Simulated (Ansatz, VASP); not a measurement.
**Bi in VASP and in Ansatz**

```
CELL_PARAMETERS angstrom
2.26750 1.30914 4.09552
-2.26750 1.30914 4.09552
0.00000 -2.61828 4.09552
ATOMIC_POSITIONS crystal
Bi 0.76600 0.76600 0.76600
Bi 0.23400 0.23400 0.23400
```

Alike in both runs: task single point; functional PBE; k mesh 6 × 6 × 6; occupations fermi-dirac, width 0.05 eV; no spin polarisation.

|  | VASP | Ansatz |
| --- | --- | --- |
| version | VASP 6.6.1 | Ansatz 0.2.0 |
| potentials or method | VASP PAW PBE potentials, release 64 (Bi_d) | Ansatz PAW |
| plane-wave cutoff (eV) | 520 | 420 |
| valence electrons in the cell | 30 | 30 |

Ansatz gave:

```
gap on the k mesh at the Fermi level (eV)                     : none
pressure (GPa)                                                : 0.4
traceless stress, the component that is largest in VASP (GPa) : -0.50
rms of the force components (eV/Å)                            : 0.060
```

**Question.** What did VASP give for the same quantities?

**Answer.** gap on the k mesh at the Fermi level (eV): none; pressure (GPa): 0.4; traceless stress, the component that is largest in VASP (GPa): -0.49; rms of the force components (eV/Å): 0.057.

Atom by atom the forces differ by 0.003 eV/Å (rms over components). A gap of «none» marks a metal or a gap that the smearing closes. The functional is the same, so the differences come from potentials, cutoffs and numerics.

Spin-orbit coupling is off throughout.
